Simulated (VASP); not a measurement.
# VCrC2 (R-3m) in VASP: further runs, part 2 of 2

VASP 6.6.1. The steps go on from the part before.

### Step 3. Single point, PBEsol, collinear spin, ferromagnetic start

Contents of INCAR:

```
  PREC = Accurate
  ENCUT = 520
  EDIFF = 1E-7
  ISMEAR = -1
  SIGMA = 0.05
  LREAL = F
  LASPH = T
  NELM = 150
  ALGO = Normal
  ISIF = 2
  LWAVE = F
  LCHARG = F
  ISPIN = 2
  MAGMOM = 4.5 3.5 0 0
  LORBIT = 11
  LMAXMIX = 4
  GGA = PS
  NBANDS = 28
```

Contents of KPOINTS:

```
regular mesh
0
Gamma
  11 11 11
```

Contents of POSCAR:

```
VCrC2
1.0
    1.4606320425      0.8432963029      4.7393853233
   -1.4606320425      0.8432963029      4.7393853233
    0.0000000000     -1.6865926058      4.7393853233
Cr V C
1 1 2
Direct
    0.5000000000      0.5000000000      0.5000000000
    0.0000000000      0.0000000000      0.0000000000
    0.2487590000      0.2487590000      0.2487590000
    0.7512410000      0.7512410000      0.7512410000
```

Potentials or basis: VASP PAW PBE potentials, release 64 (Cr_pv, V_sv, C).

Run with:

```
> cat potpaw_PBE.64/Cr_pv/POTCAR potpaw_PBE.64/V_sv/POTCAR potpaw_PBE.64/C/POTCAR > POTCAR
> mpirun -np 1 vasp_std > vasp.out
```

OUTCAR:

```text
PREC = Accurate
   ENCUT = 520
   EDIFF = 1E-7
   ISMEAR = -1
   LREAL = F
   LASPH = T
   NELM = 150
   ISIF = 2
   ISPIN = 2
   LORBIT = 11
   GGA = PS

 ion  position               nearest neighbor table
   1  0.500  0.500  0.500-   3 2.05   4 2.05   3 2.05   3 2.05   4 2.05   4 2.05   2 2.91   2 2.91
                             2 2.91   2 2.91   2 2.91   2 2.91
   2  0.000  0.000  0.000-   4 2.07   3 2.07   4 2.07   4 2.07   3 2.07   3 2.07   1 2.91   1 2.91
                             1 2.91   1 2.91   1 2.91   1 2.91
   3  0.249  0.249  0.249-   1 2.05   1 2.05   1 2.05   2 2.07   2 2.07   2 2.07
   4  0.751  0.751  0.751-   1 2.05   1 2.05   1 2.05   2 2.07   2 2.07   2 2.07

  LATTYP: Found a trigonal (rhomboedric) cell.
 ALAT       =     5.0305434956
 COS(alpha) =     0.8313905832

  Lattice vectors:

 A1 = (   1.4606320425,   0.8432963029,   4.7393853233)
 A2 = (  -1.4606320425,   0.8432963029,   4.7393853233)
 A3 = (   0.0000000000,  -1.6865926058,   4.7393853233)

Analysis of symmetry for initial positions (statically):
=====================================================================
 Subroutine PRICEL returns:
 Original cell was already a primitive cell.

 Routine SETGRP: Setting up the symmetry group for a
 trigonal (rhombohedral) supercell.

 Subroutine GETGRP returns: Found 12 space group operations
 (whereof 12 operations were pure point group operations)
 out of a pool of 12 trial point group operations.

The static configuration has the point symmetry D_3d.

Analysis of symmetry for dynamics (positions and initial velocities):
=====================================================================
 Subroutine PRICEL returns:
 Original cell was already a primitive cell.

 Routine SETGRP: Setting up the symmetry group for a
 trigonal (rhombohedral) supercell.

 Subroutine GETGRP returns: Found 12 space group operations
 (whereof 12 operations were pure point group operations)
 out of a pool of 12 trial point group operations.

The dynamic configuration has the point symmetry D_3d.

Analysis of structural, dynamic, and magnetic symmetry:
=====================================================================
 Subroutine PRICEL returns:
 Original cell was already a primitive cell.

 Routine SETGRP: Setting up the symmetry group for a
 trigonal (rhombohedral) supercell.

 Subroutine GETGRP returns: Found 12 space group operations
 (whereof 12 operations were pure point group operations)
 out of a pool of 12 trial point group operations.

The overall configuration has the point symmetry D_3d.

 Subroutine INISYM returns: Found 12 space group operations
 (whereof 12 operations are pure point group operations),
 and found     1 'primitive' translations

----------------------------------------------------------------------------------------

                                     Primitive cell

  volume of cell :      35.0263

  direct lattice vectors                    reciprocal lattice vectors
     1.460632042  0.843296303  4.739385323     0.342317562  0.197637137  0.070332609
    -1.460632042  0.843296303  4.739385323    -0.342317562  0.197637137  0.070332609
     0.000000000 -1.686592606  4.739385323     0.000000000 -0.395274273  0.070332609

  length of vectors
     5.030543496  5.030543496  5.030543496     0.401482785  0.401482785  0.401482785
[... 84 lines left out ...]
   NELM   =    150;   NELMIN=  2; NELMDL= -5     # of ELM steps
   EDIFF  = 0.1E-06   stopping-criterion for ELM
   LREAL  =      F    real-space projection
   EDIFFG = 0.1E-05   stopping-criterion for IOM
   NSW    =      0    number of steps for IOM
   IBRION =     -1    ionic relax: 0-MD 1-quasi-New 2-CG
   NFREE  =      0    steps in history (QN), initial steepest desc. (CG)
   ISIF   =      2    stress and relaxation
   ISYM   =      2    0-nonsym 1-usesym 2-fastsym
   POTIM  = 0.5000    time-step for ionic-motion
   TEBEG  =    0.0;   TEEND  =   0.0 temperature during run
   PSTRESS=    0.0 pullay stress
   NELECT =      33.0000    total number of electrons
   NUPDOWN=      -1.0000    fix difference up-down
   EMIN   =  10.00;   EMAX   =-10.00  energy-range for DOS
   EFERMI =   0.00;   METHOD = LEGACY
   ISMEAR =    -1;   SIGMA  =   0.05  broadening in eV -4-tet -1-fermi 0-gaus
   EFERMI_NEDOS =   21; number of points for ismear=-14 and -15
   IALGO  =     38    algorithm
   IMIX   =      4    mixing-type and parameters
     AMIX     =   0.40;   BMIX     =  1.00
     AMIX_MAG =   1.60;   BMIX_MAG =  1.00
  volume/ion in A,a.u.               =       8.76        59.09
  Fermi-wavevector in a.u.,A,eV,Ry     =   1.604900  3.032822 35.044592  2.575705
  Thomas-Fermi vector in A             =   2.701332
   LORBIT       =     11    0 simple, 1 ext, 2 COOP (PROOUT), +10 PAW based schemes
   GGA     = PS    functional components
   LHFCALC =     F    Hartree Fock is set to
   AEXX    =    0.0000 exact exchange contribution
   IVDW    =     0    specifies the selected vdW correction
   LEPSILON=     F    determine dielectric tensor
   LRPA    =     F    only Hartree local field effects (RPA)
 spin polarized calculation
  energy-cutoff  :      520.00
  volume of cell :       35.03
 maximum number of plane-waves:       966
 NGX is ok and might be reduce to    40
   NGX = 19   NGY = 19   NGZ = 19

 number of electron      32.9999997 magnetization       0.0215308

 Free energy of the ion-electron system (eV)
  ---------------------------------------------------
  ext. energy  EPLUGINS =         0.00000000
  ---------------------------------------------------
  free energy    TOTEN  =       -39.97243138 eV

  energy without entropy =      -39.94418862  energy(sigma->0) =      -39.95831000

 E-fermi :  10.9961     XC(G=0): -13.7250

 val. band max:       10.9953424508   @ k =  -0.2727   0.2727   0.0909
 cond. band min:      10.9961890400   @ k =   0.4545   0.2727  -0.0000
 fundamental gap:      0.0008465893
 Fermi energy:        10.9961048871

 spin component 1

 k-point     1 :       0.0000    0.0000    0.0000
  band No.  band energies     occupation
      1     -53.7350      1.00000
      2     -32.6937      1.00000
      3     -32.6139      1.00000
      4     -32.6139      1.00000
      5     -27.7849      1.00000
      6     -27.5168      1.00000
[... 733 lines left out ...]
     27      23.2492      0.00000
     28      23.5595      0.00000

 [... further k-points ...]

 spin component 2

 k-point     1 :       0.0000    0.0000    0.0000
  band No.  band energies     occupation
      1     -53.7339      1.00000
      2     -32.6670      1.00000
      3     -32.5917      1.00000
      4     -32.5917      1.00000
      5     -27.7834      1.00000
      6     -27.5158      1.00000
[... 733 lines left out ...]
     27      23.2496      0.00000
     28      23.5613      0.00000

 [... further k-points ...]

------------------------ aborting loop because EDIFF is reached ----------------------------------------

  FORCE on cell =-STRESS in cart. coord.  units (eV):
  Direction    XX          YY          ZZ          XY          YZ          ZX
  --------------------------------------------------------------------------------------
  -------------------------------------------------------------------------------------
  Total       -2.4956638     -2.4956638     -2.5231854      0.0000000      0.0000000      0.0000000
  in kB     -114.1569549   -114.1569549   -115.4158512      0.0000000      0.0000000      0.0000000
  external PRESSURE =    -114.5765870 kB  Pullay stress =       0.0000000 kB

 VOLUME and BASIS-vectors are now :
 -----------------------------------------------------------------------------
  energy-cutoff  :      520.00
  volume of cell :       35.03
      direct lattice vectors                 reciprocal lattice vectors
     1.460632042  0.843296303  4.739385323     0.342317562  0.197637137  0.070332609
    -1.460632042  0.843296303  4.739385323    -0.342317562  0.197637137  0.070332609
     0.000000000 -1.686592606  4.739385323     0.000000000 -0.395274273  0.070332609

 POSITION                                       TOTAL-FORCE (eV/Angst)
 -----------------------------------------------------------------------------------
      0.00000      0.00000      7.10908        -0.000000     -0.000000      0.000000
      0.00000      0.00000      0.00000         0.000000     -0.000000      0.000000
      0.00000      0.00000      3.53689         0.000000      0.000000     -0.003280
      0.00000      0.00000     10.68126         0.000000     -0.000000      0.003280
 -----------------------------------------------------------------------------------
    total drift:                                0.000000      0.000000     -0.000000

  FREE ENERGIE OF THE ION-ELECTRON SYSTEM (eV)
  ---------------------------------------------------
  free  energy   TOTEN  =       -39.9724313816 eV

  energy  without entropy=      -39.9441886210  energy(sigma->0) =      -39.95831000

 total charge

# of ion       s       p       d       tot
------------------------------------------
    1        0.329   6.454   4.333  11.116
    2        2.267   6.330   3.193  11.789
    3        0.887   1.512   0.000   2.399
    4        0.887   1.512   0.000   2.399
--------------------------------------------------
tot          4.369  15.807   7.526  27.702

 magnetization (x)

# of ion       s       p       d       tot
------------------------------------------
    1        0.000   0.000   0.022   0.023
    2       -0.000  -0.000   0.001   0.001
    3       -0.000  -0.001   0.000  -0.001
    4       -0.000  -0.001   0.000  -0.001
--------------------------------------------------
tot         -0.000  -0.002   0.023   0.022
```

OSZICAR:

```text
N       E                     dE             d eps       ncg     rms          rms(c)
DAV:   1     0.343640231858E+03    0.34364E+03   -0.17109E+04 16368   0.134E+03
DAV:   2    -0.272719369415E+02   -0.37091E+03   -0.35131E+03 16604   0.420E+02
DAV:   3    -0.476012700179E+02   -0.20329E+02   -0.19755E+02 17972   0.102E+02
[... 34 lines left out ...]
DAV:  38    -0.399724274128E+02   -0.49209E-05   -0.40406E-05 20560   0.446E-02    0.915E-03
DAV:  39    -0.399724302963E+02   -0.28835E-05   -0.25173E-05 20808   0.339E-02    0.863E-03
DAV:  40    -0.399724308731E+02   -0.57684E-06   -0.22722E-06 17052   0.980E-03    0.108E-02
DAV:  41    -0.399724311372E+02   -0.26405E-06   -0.20932E-07 11652   0.356E-03    0.992E-03
DAV:  42    -0.399724314112E+02   -0.27405E-06   -0.35692E-07 16008   0.403E-03    0.875E-03
DAV:  43    -0.399724313816E+02    0.29644E-07   -0.12895E-07  8936   0.303E-03
   1 F= -.39972431E+02 E0= -.39958310E+02  d E =-.282428E-01  mag=     0.0197
```

It took 39 min on 1 thread of Intel Xeon Platinum 8259CL at 2.50GHz (Skylake/Cascade Lake), shared host; peak memory 0.47 GiB.

What came out:

```yaml
Free_energy: -39.9724 eV
Pressure: -11.5 GPa
Largest_force: 0.003 eV/Å
Net_moment: 0.02 μB per cell
Site_moments: Cr +0.02; V +0.00; C -0.00 μB
Valence_electrons_inside_the_program's_atomic_spheres: Cr 11.12; V 11.79; C 2.40
```

Forces on the atoms (eV/Å):
```
Cr   0.000  0.000  0.000
V    0.000  0.000  0.000
C    0.000  0.000 -0.003
C    0.000  0.000  0.003
```

Stress tensor (GPa, compression positive):
```
-11.42   0.00   0.00
  0.00 -11.42   0.00
  0.00   0.00 -11.54
```

Caveat: the cell stands under tension; an empty level that is flat over the whole mesh can mark a ghost state of the potentials, or a narrow d or f band; the moments typed at the start vanished in this run; the PAW data sets were made with another functional, which shifts forces and pressure a little.

### Step 4. Single point, PBEsol, collinear spin, ferrimagnetic start

Contents of INCAR:

```
PREC = Accurate
ENCUT = 600
EDIFF = 1E-6
ISMEAR = -1
SIGMA = 0.05
LREAL = F
LASPH = T
NELM = 200
ALGO = Normal
ISIF = 2
LWAVE = F
LCHARG = T
ISPIN = 2
MAGMOM = -0.71 1.77 0 0
LORBIT = 11
LMAXMIX = 4
GGA = PS
LELF = T
LVHAR = T
NBANDS = 28
GGA_COMPAT = F
```

KPOINTS is that of step 3.

POSCAR is that of step 3.

Run with:

```
> cat potpaw_PBE.64/Cr_pv/POTCAR potpaw_PBE.64/V_sv/POTCAR potpaw_PBE.64/C/POTCAR > POTCAR
> mpirun -np 1 vasp_std > vasp.out
```

Wall time 23 min (1 thread of Intel Xeon 8259CL, shared host); peak memory 0.49 GiB.

It converged, with:

```yaml
Free_energy: -39.9735 eV
Pressure: -11.7 GPa
Net_moment: -0.01 μB per cell
Valence_electrons_inside_the_program's_atomic_spheres: Cr 11.12; V 11.79; C 2.40
```

Forces on the atoms (eV/Å):
```
Cr   0.000  0.000  0.000
V    0.000  0.000  0.000
C    0.000  0.000 -0.003
C    0.000  0.000  0.003
```

Stress tensor (GPa, compression positive):
```
-11.63   0.00   0.00
  0.00 -11.63   0.00
  0.00   0.00 -11.75
```

Levels at points of the mesh, in eV from the Fermi level:
Spin up:
```
           k point  band 13  band 14  band 15  band 16  band 17  band 18  band 19  band 20  band 21  band 22
(0.00, 0.00, 0.00)    -1.48    -1.48    -1.40    -0.53    -0.53     0.70     0.70     0.95     0.95     1.03
```
Spin down:
```tsv
k point	band 15	band 16	band 17	band 18	band 19	band 20
(0.00, 0.00, 0.00)	-1.40	-0.53	-0.53	0.70	0.70	0.95
```

Caveat: the cell stands under tension; an empty level that is flat over the whole mesh can mark a ghost state of the potentials, or a narrow d or f band; the moments typed at the start vanished in this run; the PAW data sets were made with another functional, which shifts forces and pressure a little.

### Step 5. Single point, PBE, collinear spin, ferromagnetic start

This run uses another cell than the first one, of 8.58 Å³/atom.

Contents of INCAR:

```
SYSTEM = VCrC2
PREC     = Accurate       ! precision mode
ENCUT    = 520            ! plane-wave cutoff, eV
EDIFF    = 1E-6           ! SCF threshold, eV
ISMEAR   = -1             ! smearing method
SIGMA    = 0.05           ! smearing width, eV
LREAL    = .FALSE.        ! projectors in reciprocal space
LASPH    = .TRUE.         ! aspherical terms in the spheres
NELM     = 150            ! most SCF steps
ALGO     = Fast           ! electronic algorithm
ISIF     = 2              ! what is computed and relaxed
LWAVE    = .FALSE.        ! write WAVECAR
LCHARG   = .FALSE.        ! write CHGCAR
ISPIN    = 2              ! spin polarisation
MAGMOM   = 3 2 0 0        ! initial moments
LORBIT   = 11             ! projections on sites
LMAXMIX  = 4              ! l up to which the mixer works
GGA      = PE             ! functional
NBANDS   = 28             ! bands
```

Contents of KPOINTS:

```
Automatic mesh
0
G
  11 11 11
  0 0 0
```

Contents of POSCAR:

```
VCrC2
1.0
    1.4508288475      0.8376364256      4.7075764097
   -1.4508288475      0.8376364256      4.7075764097
    0.0000000000     -1.6752728513      4.7075764097
Cr V C
1 1 2
Direct
    0.5000000000      0.5000000000      0.5000000000
    0.0000000000      0.0000000000      0.0000000000
    0.2487590000      0.2487590000      0.2487590000
    0.7512410000      0.7512410000      0.7512410000
```

Run with:

```
> cat potpaw_PBE.64/Cr_pv/POTCAR potpaw_PBE.64/V_sv/POTCAR potpaw_PBE.64/C/POTCAR > POTCAR
> mpirun -np 1 vasp_std > vasp.out
```

Wall time 18 min (1 thread of Oxide Virtual Turin-like, shared host); peak memory 0.42 GiB.

Results (log left out):

* Free energy: -37.4571 eV
* Pressure: 3.9 GPa
* Largest force: 0.012 eV/Å
* Net moment: 0.13 μB per cell
* Site moments: Cr +0.14; V +0.00; C -0.01 μB
* Valence electrons inside the program's atomic spheres: Cr 11.15; V 11.82; C 2.44

Forces in eV/Å, atoms in the order of the input:
```
Cr   0.000  0.000  0.000
V    0.000  0.000  0.000
C    0.000  0.000  0.012
C    0.000  0.000 -0.012
```

Stress tensor (GPa, compression positive):
```
4.01 0.00 0.00
0.00 4.01 0.00
0.00 0.00 3.71
```

Levels at points of the mesh, in eV from the Fermi level:
Spin up:
```tsv
k point	band 13	band 14	band 15	band 16	band 17	band 18	band 19	band 20	band 21	band 22
(0.00, 0.00, 0.00)	-1.55	-1.55	-1.48	-0.56	-0.56	0.70	0.70	0.93	0.93	1.00
```
Spin down:
| k point | band 14 | band 15 | band 16 | band 17 | band 18 | band 19 | band 20 | band 21 |
| --- | --- | --- | --- | --- | --- | --- | --- | --- |
| (0.00, 0.00, 0.00) | -1.47 | -1.38 | -0.52 | -0.52 | 0.74 | 0.74 | 0.92 | 0.92 |

Caveat: the cell stands under pressure; an empty level that is flat over the whole mesh can mark a ghost state of the potentials, or a narrow d or f band.
